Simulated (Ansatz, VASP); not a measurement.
**Two plane-wave programs on Al**

```
CELL_PARAMETERS angstrom
0.00000 2.00366 2.03392
1.98720 0.00000 2.03392
1.98720 2.00366 0.00000
ATOMIC_POSITIONS crystal
Al 0.50000 0.50000 0.50000
```

Alike in both runs: task relaxation of cell and atoms; functional PBEsol; k mesh 24 × 24 × 24; occupations gaussian, width 0.1 eV; no spin polarisation.

|  | VASP | Ansatz |
| --- | --- | --- |
| version | VASP 6.6.1 | Ansatz 0.2.0 |
| potentials or method | VASP PAW PBE potentials, release 64 (Al), cutoff 500 eV | scalar-relativistic, plane waves, PAW |
| valence electrons in the cell | 3 | 3 |

VASP gave:

```
gap on the k mesh at the Fermi level, each at its own relaxed structure (eV) : none
relaxed volume (Å³/atom)                                                     : 16.18
relaxed cell length with the largest relative difference (Å)                 : 2.841
```

Question: Which values does Ansatz return?

Answer: gap on the k mesh at the Fermi level, each at its own relaxed structure (eV): none; relaxed volume (Å³/atom): 16.16; relaxed cell length with the largest relative difference (Å): 2.839.

VASP's potentials were made for PBE, not for PBEsol. A gap of «none» marks a metal or a gap that the smearing closes.
